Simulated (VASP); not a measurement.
A run of VASP 6.6.1:

File INCAR:

```
PREC = Accurate
ENCUT = 600
EDIFF = 1E-7
ISMEAR = 0
SIGMA = 0.1
LREAL = False
LASPH = True
NELM = 100
ALGO = Normal
ISIF = 3
LWAVE = False
LCHARG = False
GGA = PE
IBRION = 2
NSW = 100
EDIFFG = -0.01
```

File KPOINTS:

```
regular mesh
0
Gamma
  10 10 10
```

File POSCAR:

```
Na2HgH4
1.0
    0.0000000000      3.5848915374      3.5848915374
    3.5848915374      0.0000000000      3.5848915374
    3.5848915374      3.5848915374      0.0000000000
Na Hg H
2 1 4
Direct
    0.2500000000      0.2500000000      0.2500000000
    0.5000000000      0.5000000000      0.5000000000
    0.7500000000      0.7500000000      0.7500000000
    0.0738621776      0.7784134672      0.0738621776
    0.0738621776      0.0738621776      0.0738621776
    0.7784134672      0.0738621776      0.0738621776
    0.0738621776      0.0738621776      0.7784134672
```

Potentials or basis: VASP PAW PBE potentials, release 64 (Na_pv, Hg, H).

Command:

```bash
$ cat potpaw_PBE.64/Na_pv/POTCAR potpaw_PBE.64/Hg/POTCAR potpaw_PBE.64/H/POTCAR > POTCAR
$ mpirun -np 1 vasp_std > vasp.out
```

Hardware: 1 thread of Intel(R) Xeon(R) Platinum 8488C (Sapphire Rapids) (shared host).

**Question.** How long does it take, and how much memory?

**Answer.** Wall time 2.7 min on 1 thread of Intel(R) Xeon(R) Platinum 8488C (Sapphire Rapids), with other jobs on the host, peak memory 0.32 GiB. Counts: scf iterations 28, k points 47, ion steps 3.
